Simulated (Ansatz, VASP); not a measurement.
# One calculation of NaCl, two programs

```
Na Cl
1.0
     2.80095    2.80095    0.00000
    -2.80095    2.80095    0.00000
     0.00000    2.80095    2.80095
Na Cl
1 1
Cartesian
  0.0000 0.0000 0.0000
  0.0000 2.8010 0.0000
```

Alike in both runs: task single point; functional PBEsol; k mesh 8 × 8 × 8; no spin polarisation.

```csv
,VASP,Ansatz
version,VASP 6.6.1,Ansatz 0.2.0
potentials or method,"VASP PAW PBE potentials, release 64 (Na_pv, Cl), cutoff 500 eV","all-electron LAPW, scalar-relativistic"
occupations,"gaussian, width 0.01 eV",fixed
```

```csv
,VASP,Ansatz,Ansatz less VASP
gap on the k mesh at the Fermi level (eV),5.01,5.01,+0.005
pressure (GPa),0.0,0.0,+0.01
```

VASP's potentials were made for PBE, not for PBEsol. Ansatz ran all-electron here, and VASP with PAW potentials.
